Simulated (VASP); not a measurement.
Sr, 1 atom in the cell. The structure is cubic, space group Fm-3m (No. 225). The conventional cell has a = 6.104 Å, b = 6.104 Å, c = 6.104 Å, α = 90.00°, β = 90.00°, γ = 90.00°. Within 5.7 Å of Sr (site symmetry m-3m) lie 12 Sr at 4.32 Å. 

| Property | Result |
| --- | --- |
| Program | VASP 6.6.1 |
| Task | single point |
| Functional | r2SCAN |
| Potentials or basis | VASP PAW PBE potentials, release 64 (Sr_sv) |
| Cutoff | 520 eV |
| k mesh | 9 × 9 × 9 |
| Occupations | methfessel-paxton, width 0.2 eV |
| Spin | no spin polarisation |
| Dipole correction | no |
| Further INCAR settings | ALGO = Normal; EDIFF = 1e-06; NBANDS = 11 |

Potentials or basis: VASP PAW PBE potentials, release 64 (Sr_sv).

Run with:

```console
$ cat potpaw_PBE.64/Sr_sv/POTCAR > POTCAR
$ cp INCAR.step1 INCAR
$ mpirun -np 1 vasp_std > vasp.out
$ cp INCAR.step2 INCAR
$ mpirun -np 1 vasp_std > vasp.out
```

Hardware: 1 thread of Intel(R) Xeon(R) Platinum 8488C (Sapphire Rapids) (shared host).

Question: Estimate the wall time of this run.

Answer: Wall time 38 s on 1 thread of Intel(R) Xeon(R) Platinum 8488C (Sapphire Rapids), on a shared host, peak memory 0.19 GiB. Counts: k points 35.
